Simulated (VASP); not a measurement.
# TlBr (Pm-3m) in VASP: G0W0 quasiparticle levels with LDA

Aim: the G0W0 quasiparticle levels of TlBr with LDA.

Everything below comes from runs of VASP 6.6.1. Logs are shortened: lines on timing, memory, paths and dates and some standing lists are left out, and cuts for length are marked.

### Step 1. The cell of the first run

It takes space group Pm-3m (No. 221, cubic). The conventional cell has a = 3.946 Å, b = 3.946 Å, c = 3.946 Å, α = 90.00°, β = 90.00°, γ = 90.00°. Within 4.5 Å of Tl (site symmetry m-3m) lie 8 Br at 3.42 Å and 6 Tl at 3.95 Å. Br (site symmetry m-3m) has 8 Tl at 3.42 Å and 6 Br at 3.95 Å within 4.5 Å.

### Step 2. G0W0 quasiparticle levels, LDA

The input, POSCAR:

```
TlBr
1.0
    3.9461933130      0.0000000000      0.0000000000
    0.0000000000      3.9461933130      0.0000000000
    0.0000000000      0.0000000000      3.9461933130
Tl Br
1 1
Direct
    0.0000000000      0.0000000000      0.0000000000
    0.5000000000      0.5000000000      0.5000000000
```

The input, INCAR.step1:

```
  PREC = Accurate
  ENCUT = 500
  EDIFF = 1E-8
  ISMEAR = 0
  SIGMA = 0.01
  LREAL = False
  LASPH = True
  NELM = 80
  ALGO = Normal
  LWAVE = True
  LCHARG = False
```

The input, INCAR.step2:

```
  PREC = Accurate
  ENCUT = 500
  EDIFF = 1E-8
  ISMEAR = 0
  SIGMA = 0.01
  LREAL = False
  LASPH = True
  NELM = 1
  ALGO = Exact
  LWAVE = True
  LCHARG = False
  NBANDS = 242
  LOPTICS = True
  ISTART = 1
```

The input, INCAR.step3:

```
  PREC = Accurate
  ENCUT = 500
  EDIFF = 1E-8
  ISMEAR = 0
  SIGMA = 0.01
  LREAL = False
  LASPH = True
  ALGO = EVGW0
  LWAVE = False
  LCHARG = False
  NELMGW = 1
  NBANDS = 242
  ENCUTGW = 140.0
  NOMEGA = 96
  PRECFOCK = Fast
  ISTART = 1
  NBANDSGW = 19
  OMEGAMAX = 20
```

The input, KPOINTS:

```
Automatic mesh
0
Gamma
  4 4 4
```

Potentials or basis: VASP PAW LDA potentials, release 64 (Tl_d_GW, Br_GW).

Launch:

```console
$ cat potpaw_LDA.64/Tl_d_GW/POTCAR potpaw_LDA.64/Br_GW/POTCAR > POTCAR
$ cp INCAR.step1 INCAR
$ mpirun -np 1 vasp_std > vasp.out
$ cp INCAR.step2 INCAR
$ mpirun -np 1 vasp_std > vasp.out
$ cp INCAR.step3 INCAR
$ mpirun -np 1 vasp_std > vasp.out
```

OUTCAR:

```text
PREC = Accurate
   ENCUT = 500
   EDIFF = 1E-8
   ISMEAR = 0
   LREAL = False
   LASPH = True
   NELMGW = 1
   ENCUTGW = 140.0
   PRECFOCK = Fast
   ISTART = 1

 ion  position               nearest neighbor table
   1  0.000  0.000  0.000-
   2  0.500  0.500  0.500-

  LATTYP: Found a simple cubic cell.
 ALAT       =     3.9461933130

  Lattice vectors:

 A1 = (   3.9461933130,   0.0000000000,   0.0000000000)
 A2 = (   0.0000000000,   3.9461933130,   0.0000000000)
 A3 = (   0.0000000000,   0.0000000000,   3.9461933130)

Analysis of symmetry for initial positions (statically):
=====================================================================
 Subroutine PRICEL returns:
 Original cell was already a primitive cell.

 Routine SETGRP: Setting up the symmetry group for a
 simple cubic supercell.

 Subroutine GETGRP returns: Found 48 space group operations
 (whereof 48 operations were pure point group operations)
 out of a pool of 48 trial point group operations.

The static configuration has the point symmetry O_h .

Analysis of symmetry for dynamics (positions and initial velocities):
=====================================================================
 Subroutine PRICEL returns:
 Original cell was already a primitive cell.

 Routine SETGRP: Setting up the symmetry group for a
 simple cubic supercell.

 Subroutine GETGRP returns: Found 48 space group operations
 (whereof 48 operations were pure point group operations)
 out of a pool of 48 trial point group operations.

The dynamic configuration has the point symmetry O_h .

 Subroutine INISYM returns: Found 48 space group operations
 (whereof 48 operations are pure point group operations),
 and found     1 'primitive' translations

----------------------------------------------------------------------------------------

                                     Primitive cell

  volume of cell :      61.4519

  direct lattice vectors                    reciprocal lattice vectors
     3.946193313  0.000000000  0.000000000     0.253408772  0.000000000  0.000000000
     0.000000000  3.946193313  0.000000000     0.000000000  0.253408772  0.000000000
     0.000000000  0.000000000  3.946193313     0.000000000  0.000000000  0.253408772

  length of vectors
     3.946193313  3.946193313  3.946193313     0.253408772  0.253408772  0.253408772

  position of ions in fractional coordinates (direct lattice)
     0.000000000  0.000000000  0.000000000
     0.500000000  0.500000000  0.500000000

  ion indices of the primitive-cell ions
   primitive index   ion index
                 1           1
                 2           2

----------------------------------------------------------------------------------------

 KPOINTS: Automatic mesh

Automatic generation of k-mesh.
 Grid dimensions read from file:
 generate k-points for:    4    4    4

 Generating k-lattice:

  Cartesian coordinates                     Fractional coordinates (reciprocal lattice)
     0.063352193  0.000000000  0.000000000     0.250000000  0.000000000  0.000000000
     0.000000000  0.063352193  0.000000000     0.000000000  0.250000000  0.000000000
     0.000000000  0.000000000  0.063352193     0.000000000  0.000000000  0.250000000

  Length of vectors
     0.063352193  0.063352193  0.063352193

  Shift w.r.t. Gamma in fractional coordinates (k-lattice)
     0.000000000  0.000000000  0.000000000

 Subroutine IBZKPT returns following result:
 ===========================================

 Found     10 irreducible k-points:

 Following reciprocal coordinates:
            Coordinates               Weight
  0.000000  0.000000  0.000000      1.000000
  0.250000  0.000000  0.000000      6.000000
  0.500000  0.000000  0.000000      3.000000
  0.250000  0.250000  0.000000     12.000000
  0.500000  0.250000  0.000000     12.000000
  0.500000  0.500000  0.000000      3.000000
  0.250000  0.250000  0.250000      8.000000
  0.500000  0.250000  0.250000     12.000000
  0.500000  0.500000  0.250000      6.000000
  0.500000  0.500000  0.500000      1.000000
   k-points           NKPTS =     10   k-points in BZ     NKDIM =     64   number of bands    NBANDS=    242
   number of dos      NEDOS =    301   number of ions     NIONS =      2
   total plane-waves  NPLWV =  27000
   dimension x,y,z NGX =    30 NGY =   30 NGZ =   30
   dimension x,y,z NGXF=    60 NGYF=   60 NGZF=   60
   ions per type =               1   1
   NGX,Y,Z   is equivalent  to a cutoff of  12.64, 12.64, 12.64 a.u.
   NGXF,Y,Z  is equivalent  to a cutoff of  25.28, 25.28, 25.28 a.u.
 SYSTEM =  unknown system
   PREC   = accura    normal or accurate (medium, high low for compatibility)
   ISTART =      1    job   : 0-new  1-cont  2-samecut
   ICHARG =      0    charge: 1-file 2-atom 10-const
   ISPIN  =      1    spin polarized calculation?
   LNONCOLLINEAR =      F non collinear calculations
   LSORBIT =      F    spin-orbit coupling
   LASPH  =      T    aspherical Exc in radial PAW
   ENCUT  =  500.0 eV  36.75 Ry    6.06 a.u.   7.19  7.19  7.19*2*pi/ulx,y,z
   NELM   =     60;   NELMIN=  2; NELMDL=  0     # of ELM steps
   EDIFF  = 0.1E-07   stopping-criterion for ELM
   LREAL  =      F    real-space projection
   EDIFFG = 0.1E-06   stopping-criterion for IOM
   NSW    =      0    number of steps for IOM
   IBRION =     -1    ionic relax: 0-MD 1-quasi-New 2-CG
   NFREE  =      0    steps in history (QN), initial steepest desc. (CG)
   ISIF   =      0    stress and relaxation
   ISYM   =      3    0-nonsym 1-usesym 2-fastsym
   POTIM  = 0.5000    time-step for ionic-motion
   TEBEG  =    0.0;   TEEND  =   0.0 temperature during run
   PSTRESS=    0.0 pullay stress
   NELECT =      22.0000    total number of electrons
   NUPDOWN=      -1.0000    fix difference up-down
   EMIN   =  10.00;   EMAX   =-10.00  energy-range for DOS
   EFERMI =   0.00;   METHOD = LEGACY
   ISMEAR =     0;   SIGMA  =   0.01  broadening in eV -4-tet -1-fermi 0-gaus
   EFERMI_NEDOS =   21; number of points for ismear=-14 and -15
   IALGO  =     38    algorithm
   IMIX   =      4    mixing-type and parameters
     AMIX     =   0.40;   BMIX     =  1.00
     AMIX_MAG =   1.60;   BMIX_MAG =  1.00
  volume/ion in A,a.u.               =      30.73       207.35
  Fermi-wavevector in a.u.,A,eV,Ry     =   1.162440  2.196694 18.385114  1.351268
  Thomas-Fermi vector in A             =   2.299001
   LORBIT       =      0    0 simple, 1 ext, 2 COOP (PROOUT), +10 PAW based schemes
   GGA     = CA    functional components
   LHFCALC =     T    Hartree Fock is set to
   PRECFOCK=fast      Normal, Fast or Accurate (Low or Medium for compatibility)
   ENCUT4O =  -1.0   cutoff for four orbital integrals eV
   NKREDX  =     1    reduce k-point grid by
   NKREDY  =     1    reduce k-point grid by
   NKREDZ  =     1    reduce k-point grid by
   AEXX    =    1.0000 exact exchange contribution
   HFSCREEN=    0.0000 screening length (either q_TF or 0.3 A-1)
   HFSCREENC=   0.0000 screening length for correlation (either q_TF or 0.3 A-1)
   ENCUTFOCK=  -1.0 apply spherical cutoff to Coloumb kernel
   IVDW    =     0    specifies the selected vdW correction
   LEPSILON=     F    determine dielectric tensor
   LRPA    =     F    only Hartree local field effects (RPA)
   LRPAFORCE           =     F    calculate RPA forces
   ENCUTGW             = 140.0    cutoff for response function in eV
   ENCUTGWSOFT         = 112.0    soft cutoff for Coulomb kernel in GW response function in eV
   ENCUTLF             =  -1.0    cutoff for local field effects
   NELMGW              =     1    number of iterations in solving QP/BSE equation
   NELMHF              =     1    number of iterations in the inner HF iteration
   NKREDLFX            =     1    NKREDLFY  =   1   NKREDLFZ  =   1
 non-spin polarized calculation
 Gauss-broadening in eV      SIGMA  =   0.01
  energy-cutoff  :      500.00
  volume of cell :       61.45
 maximum number of plane-waves:      1596
 NGX is ok and might be reduce to    30
  NGX = 16; NGY = 16; NGZ = 16
   NGX = 15   NGY = 15   NGZ = 15
 maximum number of plane-waves:       251

 QP shifts <psi_nk| G(iteration)W_0 |psi_nk>: iteration 1
 for sc-GW calculations column KS-energies equals QP-energies in previous step
 and V_xc(KS)=  KS-energies - (<T + V_ion + V_H > + <T+V_H+V_ion>^1  + <V_x>^1)

 k-point   1 :       0.0000    0.0000    0.0000
  band No.  KS-energies  QP-energies   sigma(KS)   V_xc(KS)     V^pw_x(r,r')   Z            occupation Imag(sigma)

      1    -123.9409    -135.5378     -27.1178     -11.1056     -34.6644       0.7243       2.0000       0.5497
      2     -12.9390     -13.3307     -14.3620     -13.8013     -21.8550       0.6985       2.0000       1.2739
      3      -9.2005     -11.5964     -19.4818     -16.1742     -23.6116       0.7243       2.0000       0.1210
      4      -9.2005     -11.5964     -19.4818     -16.1742     -23.6116       0.7243       2.0000       0.1210
      5      -9.0073     -11.4624     -19.7496     -16.4153     -23.8979       0.7363       2.0000       0.1286
      6      -9.0073     -11.4624     -19.7496     -16.4153     -23.8979       0.7363       2.0000       0.1286
[... 11 lines left out ...]
     18      14.3783      14.8745      -9.5212     -10.1862      -4.3237       0.7461       0.0000      -0.3896
     19      14.3783      14.8745      -9.5212     -10.1862      -4.3237       0.7461       0.0000      -0.3896

 k-point   2 :       0.2500    0.0000    0.0000
  band No.  KS-energies  QP-energies   sigma(KS)   V_xc(KS)     V^pw_x(r,r')   Z            occupation Imag(sigma)

      1    -123.9409    -135.5277     -27.1178     -11.1058     -34.6643       0.7236       2.0000       0.5496
      2     -12.8116     -13.1575     -14.4465     -13.9339     -21.9410       0.6748       2.0000       1.2091
      3      -9.1945     -11.5956     -19.4955     -16.1856     -23.6244       0.7254       2.0000       0.1204
      4      -9.1287     -11.5428     -19.5504     -16.2387     -23.6744       0.7290       2.0000       0.1259
      5      -9.0420     -11.4851     -19.6908     -16.3651     -23.8497       0.7346       2.0000       0.1396
      6      -9.0420     -11.4851     -19.6908     -16.3651     -23.8497       0.7346       2.0000       0.1396
[... 11 lines left out ...]
     18      14.0928      14.6185      -8.8166      -9.4957      -3.5630       0.7741       0.0000      -0.4697
     19      14.0928      14.6185      -8.8166      -9.4957      -3.5630       0.7741       0.0000      -0.4697
[... 142 lines left out ...]
      1    -123.9411    -135.4321     -27.1175     -11.1064     -34.6641       0.7177       2.0000       0.5498
      2     -12.4511     -12.7640     -14.7856     -14.3121     -22.1740       0.6606       2.0000       1.0779
      3      -9.1104     -11.5263     -19.5625     -16.2559     -23.7382       0.7306       2.0000       0.1542
      4      -9.1104     -11.5263     -19.5625     -16.2559     -23.7382       0.7306       2.0000       0.1542
      5      -9.0821     -11.4734     -19.5506     -16.2805     -23.7361       0.7313       2.0000       0.1597
      6      -9.0304     -11.4717     -19.6978     -16.3697     -23.8065       0.7335       2.0000       0.1204
[... 11 lines left out ...]
     18      15.6663      16.4908      -9.7178     -10.7460      -4.2423       0.8019       0.0000      -0.7034
     19      16.6974      17.1854      -8.2942      -8.9443      -2.7554       0.7509       0.0000      -0.4991

 k-point  10 :       0.5000    0.5000    0.5000
  band No.  KS-energies  QP-energies   sigma(KS)   V_xc(KS)     V^pw_x(r,r')   Z            occupation Imag(sigma)

      1    -123.9411    -135.3875     -27.1173     -11.1065     -34.6641       0.7149       2.0000       0.5500
      2     -12.3436     -12.6300     -14.8334     -14.4005     -22.2094       0.6618       2.0000       1.0595
      3      -9.1624     -11.5681     -19.4604     -16.1690     -23.6564       0.7309       2.0000       0.1750
      4      -9.1624     -11.5681     -19.4604     -16.1690     -23.6564       0.7309       2.0000       0.1750
      5      -9.1624     -11.5681     -19.4604     -16.1690     -23.6564       0.7309       2.0000       0.1750
      6      -8.9410     -11.4049     -19.8273     -16.4856     -23.9273       0.7373       2.0000       0.1196
[... 11 lines left out ...]
     18      17.1332      18.0401      -8.6715      -9.8424      -3.2084       0.7745       0.0000      -0.5354
     19      17.8246      18.3005     -10.2355     -10.8664      -4.3700       0.7544       0.0000      -0.6342
```

Run time: 14 min. Hardware: 1 thread of Intel Xeon Platinum 8259CL at 2.50GHz (Skylake/Cascade Lake), shared host; peak memory 0.82 GiB.

Results:

| Item | Value |
| --- | --- |
| Quasiparticle gap | 2.70 eV |
| Least direct quasiparticle gap | 2.70 eV |
| Band gap of the starting levels on the mesh | 1.57 eV |
| Least direct gap of the starting levels on the mesh | 1.57 eV |

Caveat: the k points lie up to 0.40 Å⁻¹ apart; bands, screening cutoff and mesh are small and nothing is extrapolated, so the quasiparticle values aren't converged; spin-orbit coupling is left out, which moves the levels of the heavy elements.
